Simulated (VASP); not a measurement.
Be:

```
Be
1.0
     2.25560    0.00000    0.00000
    -1.12780    1.95341    0.00000
     0.00000    0.00000    3.55689
Be
2
Direct
  0.33333 0.66667 0.25000
  0.66667 0.33333 0.75000
```

Base run:

```yaml
Program: VASP 6.6.1
Functional: PBE
Potentials_or_basis: VASP PAW PBE potentials, release 64 (Be)
Cutoff: 520 eV
k_mesh: 13 × 13 × 7
Occupations: fermi-dirac, width 0.05 eV
Spin: no spin polarisation
```

Its results: band gap on the k mesh zero (band 2 reaches 8.20 eV, above the bottom of band 3 at 6.56 eV); pressure 1.3 GPa.

Question: The run is repeated on the same cell with these changes: functional from PBE to PBEsol. What comes out?

Answer: Band gap on the k mesh zero (band 2 reaches 8.17 eV, above the bottom of band 3 at 6.55 eV); pressure 0.4 GPa.

PBEsol binds more tightly than PBE, so the same cell stands under less pressure.

Caveats: the PAW data sets were made with another functional, which shifts forces and pressure a little (some runs).
